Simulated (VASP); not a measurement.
Ru, 2 atoms in the cell. It takes space group P6_3/mmc (No. 194, hexagonal). The conventional cell has a = 2.669 Å, b = 2.669 Å, c = 4.224 Å, α = 90.00°, β = 90.00°, γ = 120.00°. Within 3.4 Å of Ru (site symmetry -6m2) lie 12 Ru at 2.61 to 2.67 Å.  This cell differs from its parent crystal: volume scaled by 0.96.

| Item | Value |
| --- | --- |
| Program | VASP 6.6.1 |
| Task | single point |
| Functional | LDA |
| Potentials or basis | VASP PAW LDA potentials, release 64 (Ru_pv) |
| Cutoff | 520 eV |
| k mesh | 11 × 11 × 6 |
| Occupations | fermi-dirac, width 0.05 eV |
| Spin | no spin polarisation |
| Dipole correction | no |
| Further INCAR settings | ALGO = Fast; EDIFF = 1e-06; NBANDS = 21 |

Potentials or basis: VASP PAW LDA potentials, release 64 (Ru_pv).

Command:

```sh
$ cat potpaw_LDA.64/Ru_pv/POTCAR > POTCAR
$ mpirun -np 1 vasp_std > vasp.out
```

Hardware: 1 thread of Intel(R) Xeon(R) 6975P-C (Granite Rapids), on a shared host.

Question: Estimate the wall time of this run.

Answer: Wall time 11 s on 1 thread of Intel(R) Xeon(R) 6975P-C (Granite Rapids), with other jobs on the host, peak memory 0.14 GiB. Counts: scf iterations 12, k points 64.
